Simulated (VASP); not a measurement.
# Pt (P6_3/mmc) in VASP: further runs

The runs below take Pt through single point, with PBEsol.

Program: VASP 6.6.1. These are calculated values, not measurements. Logs are shortened: lines on timing, memory, paths and dates and some standing lists are left out, and cuts for length are marked.

## 1. The cell of the first run

It takes space group P6_3/mmc (No. 194, hexagonal). Conventional cell: a = 2.723 Å, b = 2.723 Å, c = 4.709 Å, α = 90.00°, β = 90.00°, γ = 120.00°. Within 3.6 Å of Pt (site symmetry -6m2) lie 12 Pt at 2.72 to 2.83 Å.

## 2. Single point, PBEsol

Input file INCAR:

```
SYSTEM = Pt
  PREC = Accurate
  ENCUT = 500
  EDIFF = 1E-6
  ISMEAR = 1
  SIGMA = 0.1
  LREAL = .False.
  LASPH = .True.
  NELM = 120
  ALGO = Normal
  ISIF = 2
  LWAVE = .False.
  LCHARG = .False.
  GGA = PS
  NBANDS = 17
  GGA_COMPAT = .False.
```

Input file KPOINTS:

```
regular mesh
0
Gamma
  9 9 5
  0 0 0
```

Input file POSCAR:

```
Pt
1.0
    2.7226076282      0.0000000000      0.0000000000
   -1.3613038141      2.3578473705      0.0000000000
    0.0000000000      0.0000000000      4.7085743980
Pt
2
Direct
    0.6666666667      0.3333333333      0.7500000000
    0.3333333333      0.6666666667      0.2500000000
```

Potentials or basis: VASP PAW PBE potentials, release 64 (Pt).

Launch:

```sh
> cat potpaw_PBE.64/Pt/POTCAR > POTCAR
> mpirun -np 1 vasp_std > vasp.out
```

OUTCAR:

```text
SYSTEM = Pt
   PREC = Accurate
   ENCUT = 500
   EDIFF = 1E-6
   ISMEAR = 1
   LREAL = .False.
   LASPH = .True.
   NELM = 120
   ISIF = 2
   GGA = PS

 ion  position               nearest neighbor table
   1  0.667  0.333  0.750-   2 2.83   2 2.83   2 2.83   2 2.83   2 2.83   2 2.83
   2  0.333  0.667  0.250-   1 2.83   1 2.83   1 2.83   1 2.83   1 2.83   1 2.83

  LATTYP: Found a hexagonal cell.
 ALAT       =     2.7226076282
 C/A-ratio  =     1.7294355416

  Lattice vectors:

 A1 = (   2.7226076282,   0.0000000000,   0.0000000000)
 A2 = (  -1.3613038141,   2.3578473705,   0.0000000000)
 A3 = (   0.0000000000,   0.0000000000,   4.7085743980)

Analysis of symmetry for initial positions (statically):
=====================================================================
 Subroutine PRICEL returns:
 Original cell was already a primitive cell.

 Routine SETGRP: Setting up the symmetry group for a
 hexagonal supercell.

 Subroutine GETGRP returns: Found 24 space group operations
 (whereof 12 operations were pure point group operations)
 out of a pool of 24 trial point group operations.

The static configuration has the point symmetry D_3d.
 The point group associated with its full space group is D_6h.

Analysis of symmetry for dynamics (positions and initial velocities):
=====================================================================
 Subroutine PRICEL returns:
 Original cell was already a primitive cell.

 Routine SETGRP: Setting up the symmetry group for a
 hexagonal supercell.

 Subroutine GETGRP returns: Found 24 space group operations
 (whereof 12 operations were pure point group operations)
 out of a pool of 24 trial point group operations.

The dynamic configuration has the point symmetry D_3d.
 The point group associated with its full space group is D_6h.

 Subroutine INISYM returns: Found 24 space group operations
 (whereof 12 operations are pure point group operations),
 and found     1 'primitive' translations

----------------------------------------------------------------------------------------

                                     Primitive cell

  volume of cell :      30.2267

  direct lattice vectors                    reciprocal lattice vectors
     2.722607628  0.000000000  0.000000000     0.367294938  0.212057831  0.000000000
    -1.361303814  2.357847371  0.000000000     0.000000000  0.424115663  0.000000000
     0.000000000  0.000000000  4.708574398     0.000000000  0.000000000  0.212378507

  length of vectors
     2.722607628  2.722607628  4.708574398     0.424115663  0.424115663  0.212378507

  position of ions in fractional coordinates (direct lattice)
     0.666666667  0.333333333  0.750000000
     0.333333333  0.666666667  0.250000000

  ion indices of the primitive-cell ions
   primitive index   ion index
                 1           1
                 2           2

----------------------------------------------------------------------------------------

 KPOINTS: regular mesh

Automatic generation of k-mesh.
 Grid dimensions read from file:
 generate k-points for:    9    9    5

 Generating k-lattice:

  Cartesian coordinates                     Fractional coordinates (reciprocal lattice)
     0.040810549  0.023561981  0.000000000     0.111111111  0.000000000  0.000000000
     0.000000000  0.047123963  0.000000000     0.000000000  0.111111111  0.000000000
     0.000000000  0.000000000  0.042475701     0.000000000  0.000000000  0.200000000

  Length of vectors
     0.047123963  0.047123963  0.042475701

  Shift w.r.t. Gamma in fractional coordinates (k-lattice)
     0.000000000  0.000000000  0.000000000

 Subroutine IBZKPT returns following result:
 ===========================================

 Found     36 irreducible k-points:

 Following reciprocal coordinates:
            Coordinates               Weight
  0.000000  0.000000  0.000000      1.000000
  0.111111 -0.000000  0.000000      6.000000
  0.222222 -0.000000  0.000000      6.000000
  0.333333  0.000000  0.000000      6.000000
  0.444444 -0.000000  0.000000      6.000000
  0.111111  0.111111  0.000000      6.000000
[... 16 lines left out ...]
  0.333333  0.222222  0.200000     24.000000
  0.333333  0.333333  0.200000      4.000000
 [... further k-points ...]
   k-points           NKPTS =     36   k-points in BZ     NKDIM =     36   number of bands    NBANDS=     17
   number of dos      NEDOS =    301   number of ions     NIONS =      2
   total plane-waves  NPLWV =  14400
   dimension x,y,z NGX =    20 NGY =   20 NGZ =   36
   dimension x,y,z NGXF=    40 NGYF=   40 NGZF=   72
   ions per type =               2
   NGX,Y,Z   is equivalent  to a cutoff of  12.21, 12.21, 12.71 a.u.
   NGXF,Y,Z  is equivalent  to a cutoff of  24.42, 24.42, 25.42 a.u.
 SYSTEM =  Pt
   PREC   = accura    normal or accurate (medium, high low for compatibility)
   ISTART =      0    job   : 0-new  1-cont  2-samecut
   ICHARG =      2    charge: 1-file 2-atom 10-const
   ISPIN  =      1    spin polarized calculation?
   LNONCOLLINEAR =      F non collinear calculations
   LSORBIT =      F    spin-orbit coupling
   LASPH  =      T    aspherical Exc in radial PAW
   ENCUT  =  500.0 eV  36.75 Ry    6.06 a.u.   4.96  4.96  8.58*2*pi/ulx,y,z
   NELM   =    120;   NELMIN=  2; NELMDL= -5     # of ELM steps
   EDIFF  = 0.1E-05   stopping-criterion for ELM
   LREAL  =      F    real-space projection
   EDIFFG = 0.1E-04   stopping-criterion for IOM
   NSW    =      0    number of steps for IOM
   IBRION =     -1    ionic relax: 0-MD 1-quasi-New 2-CG
   NFREE  =      0    steps in history (QN), initial steepest desc. (CG)
   ISIF   =      2    stress and relaxation
   ISYM   =      2    0-nonsym 1-usesym 2-fastsym
   POTIM  = 0.5000    time-step for ionic-motion
   TEBEG  =    0.0;   TEEND  =   0.0 temperature during run
   PSTRESS=    0.0 pullay stress
   NELECT =      20.0000    total number of electrons
   NUPDOWN=      -1.0000    fix difference up-down
   EMIN   =  10.00;   EMAX   =-10.00  energy-range for DOS
   EFERMI =   0.00;   METHOD = LEGACY
   ISMEAR =     1;   SIGMA  =   0.10  broadening in eV -4-tet -1-fermi 0-gaus
   EFERMI_NEDOS =   21; number of points for ismear=-14 and -15
   IALGO  =     38    algorithm
   IMIX   =      4    mixing-type and parameters
     AMIX     =   0.40;   BMIX     =  1.00
     AMIX_MAG =   1.60;   BMIX_MAG =  1.00
  volume/ion in A,a.u.               =      15.11       101.99
  Fermi-wavevector in a.u.,A,eV,Ry     =   1.426554  2.695795 27.688608  2.035055
  Thomas-Fermi vector in A             =   2.546818
   LORBIT       =      0    0 simple, 1 ext, 2 COOP (PROOUT), +10 PAW based schemes
   GGA     = PS    functional components
   LHFCALC =     F    Hartree Fock is set to
   AEXX    =    0.0000 exact exchange contribution
   IVDW    =     0    specifies the selected vdW correction
   LEPSILON=     F    determine dielectric tensor
   LRPA    =     F    only Hartree local field effects (RPA)
 non-spin polarized calculation
 Methfessel and Paxton  Order N= 1 SIGMA  =   0.10
  energy-cutoff  :      500.00
  volume of cell :       30.23
 maximum number of plane-waves:       783
 NGX is ok and might be reduce to    20
   NGX =  9   NGY =  9   NGZ = 17

 number of electron      20.0000001 magnetization

 Free energy of the ion-electron system (eV)
  ---------------------------------------------------
  ext. energy  EPLUGINS =         0.00000000
  ---------------------------------------------------
  free energy    TOTEN  =       -13.84349144 eV

  energy without entropy =      -13.84408926  energy(sigma->0) =      -13.84369071

 E-fermi :  11.0689     XC(G=0): -13.6108

 val. band max:       11.0595770309   @ k =   0.4444  -0.0000   0.0000
 cond. band min:      11.0979433528   @ k =   0.3333   0.1111   0.2000
 fundamental gap:      0.0383663218
 Fermi energy:        11.0689007738

 k-point     1 :       0.0000    0.0000    0.0000
  band No.  band energies     occupation
      1       0.7797      2.00000
      2       3.5023      2.00000
      3       6.8025      2.00000
      4       7.3579      2.00000
      5       7.3579      2.00000
      6       7.7600      2.00000
[... 9 lines left out ...]
     16      28.3146      0.00000
     17      32.4698      0.00000

 k-point     2 :       0.1111   -0.0000    0.0000
  band No.  band energies     occupation
      1       1.2384      2.00000
      2       3.9174      2.00000
      3       6.7058      2.00000
      4       7.3655      2.00000
      5       7.5839      2.00000
      6       7.7189      2.00000
[... 9 lines left out ...]
     16      28.7812      0.00000
     17      30.6505      0.00000

 k-point     3 :       0.2222   -0.0000    0.0000
  band No.  band energies     occupation
      1       2.4498      2.00000
      2       4.7059      2.00000
      3       6.5060      2.00000
      4       6.6849      2.00000
      5       6.9888      2.00000
      6       8.2341      2.00000
[... 9 lines left out ...]
     16      27.8660      0.00000
     17      29.5342      0.00000

 k-point     4 :       0.3333    0.0000    0.0000
  band No.  band energies     occupation
      1       3.7266      2.00000
      2       4.6016      2.00000
      3       5.5684      2.00000
      4       6.8738      2.00000
      5       7.4521      2.00000
      6       7.7963      2.00000
[... 9 lines left out ...]
     16      25.8344      0.00000
     17      26.8563      0.00000
[... 343 lines left out ...]
      1       4.8054      2.00000
      2       5.2696      2.00000
      3       5.7980      2.00000
      4       6.1072      2.00000
      5       7.2053      2.00000
      6       7.3496      2.00000
[... 9 lines left out ...]
     16      25.5946      0.00000
     17      26.0003      0.00000

 k-point    23 :       0.3333    0.2222    0.2000
  band No.  band energies     occupation
      1       4.9232      2.00000
      2       5.5191      2.00000
      3       5.7728      2.00000
      4       6.2500      2.00000
      5       6.9753      2.00000
      6       7.6925      2.00000
[... 9 lines left out ...]
     16      24.1921      0.00000
     17      25.3168      0.00000

 k-point    24 :       0.3333    0.3333    0.2000
  band No.  band energies     occupation
      1       5.4294      2.00000
      2       5.7908      2.00000
      3       5.7908      2.00000
      4       6.4396      2.00000
      5       7.0957      2.00000
      6       7.0957      2.00000
[... 9 lines left out ...]
     16      22.3371      0.00000
     17      26.4515      0.00000

 [... further k-points ...]

------------------------ aborting loop because EDIFF is reached ----------------------------------------

  FORCE on cell =-STRESS in cart. coord.  units (eV):
  Direction    XX          YY          ZZ          XY          YZ          ZX
  --------------------------------------------------------------------------------------
  -------------------------------------------------------------------------------------
  Total       -0.0666926     -0.0666926     -0.0798118      0.0000000     -0.0000000      0.0000000
  in kB       -3.5350728     -3.5350728     -4.2304588      0.0000000     -0.0000000      0.0000000
  external PRESSURE =      -3.7668681 kB  Pullay stress =       0.0000000 kB

 VOLUME and BASIS-vectors are now :
 -----------------------------------------------------------------------------
  energy-cutoff  :      500.00
  volume of cell :       30.23
      direct lattice vectors                 reciprocal lattice vectors
     2.722607628  0.000000000  0.000000000     0.367294938  0.212057831  0.000000000
    -1.361303814  2.357847371  0.000000000     0.000000000  0.424115663  0.000000000
     0.000000000  0.000000000  4.708574398     0.000000000  0.000000000  0.212378507

 POSITION                                       TOTAL-FORCE (eV/Angst)
 -----------------------------------------------------------------------------------
      1.36130      0.78595      3.53143        -0.000000      0.000000      0.000000
     -0.00000      1.57190      1.17714         0.000000     -0.000000      0.000000
 -----------------------------------------------------------------------------------
    total drift:                               -0.000000      0.000000     -0.000000

  FREE ENERGIE OF THE ION-ELECTRON SYSTEM (eV)
  ---------------------------------------------------
  free  energy   TOTEN  =       -13.8434914366 eV

  energy  without entropy=      -13.8440892631  energy(sigma->0) =      -13.84369071
```

Wall time 9.5 s (1 thread of Intel Xeon Platinum 8559C (Emerald Rapids), shared host); peak memory 0.14 GiB.

What came out:

```yaml
Free_energy: -13.8435 eV
Pressure: -0.4 GPa
Band_gap_on_the_k_mesh: zero (band 10 reaches 11.42 eV, above the bottom of band 11 at 10.31 eV)
```

Caveat: the PAW data sets were made with another functional, which shifts forces and pressure a little; spin-orbit coupling is left out, which moves the levels of the heavy elements.

## 3. Single point, PBEsol

This run uses another cell than the first one, of 14.96 Å³/atom, 0.990 times its volume.

Input file INCAR:

```
SYSTEM = Pt
ALGO     = Normal         ! electronic algorithm
EDIFF    = 1E-6           ! SCF threshold, eV
ENCUT    = 500            ! plane-wave cutoff, eV
GGA      = PS             ! functional
GGA_COMPAT= .FALSE.      
ISIF     = 2              ! what is computed and relaxed
ISMEAR   = 1              ! smearing method
LASPH    = .TRUE.         ! aspherical terms in the spheres
LCHARG   = .TRUE.         ! write CHGCAR
LELF     = .TRUE.         ! ELF
LREAL    = .FALSE.        ! projectors in reciprocal space
LVHAR    = .TRUE.       
LWAVE    = .FALSE.        ! write WAVECAR
NBANDS   = 17             ! bands
NELM     = 120            ! most SCF steps
PREC     = Accurate       ! precision mode
SIGMA    = 0.1            ! smearing width, eV
```

Input file KPOINTS:

```
k-points
0
G
  9 9 5
  0 0 0
```

Input file POSCAR:

```
Pt
1.0
    2.7135018490      0.0000000000      0.0000000000
   -1.3567509245      2.3499615345      0.0000000000
    0.0000000000      0.0000000000      4.6928265399
Pt
2
Direct
    0.6666666667      0.3333333333      0.7500000000
    0.3333333333      0.6666666667      0.2500000000
```

Potentials or basis: VASP PAW PBE potentials, release 64 (Pt).

Launch:

```sh
> cat potpaw_PBE.64/Pt/POTCAR > POTCAR
> mpirun -np 1 vasp_std > vasp.out
```

Run time: 10 s. Hardware: 1 thread of Intel Xeon Platinum 8559C (Emerald Rapids), shared host; peak memory 0.14 GiB.

The run converged. Its results:

| Quantity | Value |
| --- | --- |
| Free energy | -13.8412 eV |
| Pressure | 2.6 GPa |
| Band gap on the k mesh | zero (band 10 reaches 11.62 eV, above the bottom of band 11 at 10.49 eV) |

Stress tensor (GPa, compression positive):
```
2.73 0.00 0.00
0.00 2.73 0.00
0.00 0.00 2.24
```

Levels at points of the mesh, in eV from the Fermi level:
```
           k point  band 6  band 7  band 8  band 9  band 10  band 11  band 12  band 13  band 14  band 15
(0.00, 0.00, 0.00)   -3.36   -3.36   -2.04   -2.04    -1.06    -0.28    -0.28     5.00    14.94    15.66
```

Caveat: the PAW data sets were made with another functional, which shifts forces and pressure a little; spin-orbit coupling is left out, which moves the levels of the heavy elements.
